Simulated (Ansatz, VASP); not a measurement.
C in VASP and in Ansatz

```
CELL_PARAMETERS angstrom
1.23460 0.71280 9.81410
-1.23460 0.71280 9.81410
0.00000 -1.42559 9.81410
ATOMIC_POSITIONS crystal
C 0.02483 0.02483 0.02483
C 0.97517 0.97517 0.97517
C 0.10868 0.10868 0.10868
C 0.89132 0.89132 0.89132
C 0.15837 0.15837 0.15837
C 0.84163 0.84163 0.84163
C 0.37486 0.37486 0.37486
C 0.62514 0.62514 0.62514
C 0.42532 0.42532 0.42532
C 0.57468 0.57468 0.57468
```

Alike in both runs: task single point; functional PBE; k mesh 12 × 12 × 12; occupations gaussian, width 0.05 eV; no spin polarisation.

|  | VASP | Ansatz |
| --- | --- | --- |
| version | VASP 6.6.1 | Ansatz 0.2.0 |
| potentials or method | VASP PAW PBE potentials, release 64 (C), cutoff 520 eV | scalar-relativistic, plane waves, PAW |
| valence electrons in the cell | 40 | 40 |

|  | VASP | Ansatz | Ansatz less VASP |
| --- | --- | --- | --- |
| gap on the k mesh at the Fermi level (eV) | 4.31 | 4.32 | +0.014 |
| least direct gap on the mesh (eV) | 5.14 | 5.15 | +0.008 |
| rms of the force components (eV/Å) | 0.191 | 0.185 | -0.0058 |

Atom by atom the forces differ by 0.006 eV/Å (rms over components). With one functional, cell and mesh, what is left measures potentials, basis and numerics.
